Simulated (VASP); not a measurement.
The system is BN.

```xyz
2
Lattice="1.9050 0.0000 0.0000 0.0000 1.9050 0.0000 0.0000 0.0000 1.9050" Properties=species:S:1:pos:R:3 pbc="T T T"
B     0.0000    0.0000    0.0000
N     0.9525    0.9525    0.9525
```

| Item | Value |
| --- | --- |
| Program | VASP 6.6.1 |
| Task | relaxation of cell and atoms |
| Functional | PBE |
| Potentials or basis | VASP PAW PBE potentials, release 64 (B_h, N_h) |
| Cutoff | 1330 eV |
| k mesh | 12 × 12 × 12 |
| Occupations | fermi-dirac, width 0.02 eV |
| Spin | no spin polarisation |

At the start: pressure 464.0 GPa; volume 3.46 Å³/atom.

Task: Where does the relaxation end?

Result: Over 5 steps the energy falls by 2495.6 meV/atom and the volume is 6.25 Å³/atom (+80.7 %); space group Pm-3m (No. 221, to 0.1 Å) before and after.

The path:
```
step  energy change (eV)  largest force (eV/Å)  pressure (GPa)  volume (Å³)
   1              0.0000                0.0000          464.04         6.91
   2             -2.7028                0.0000          -46.87        22.55
   3             -4.9811                0.0000           -7.55        12.91
   4             -4.9887                0.0000           -3.84        12.70
   5             -4.9913                0.0000           -0.13        12.49
```

Final structure:
```cif
data_structure
_symmetry_space_group_name_H-M 'P 1'
_symmetry_Int_Tables_number 1
_cell_length_a 2.3204
_cell_length_b 2.3204
_cell_length_c 2.3204
_cell_angle_alpha 90.000
_cell_angle_beta 90.000
_cell_angle_gamma 90.000
_cell_volume 12.49
loop_
_atom_site_label
_atom_site_type_symbol
_atom_site_fract_x
_atom_site_fract_y
_atom_site_fract_z
_atom_site_occupancy
B1 B 0.00000 0.00000 0.00000 1
N1 N 0.50000 0.50000 0.50000 1
```

Caveat: the volume moved by over 15 % at a fixed basis, so the end points are rough; the structure was generated, so it needn't be the stable form of BN.
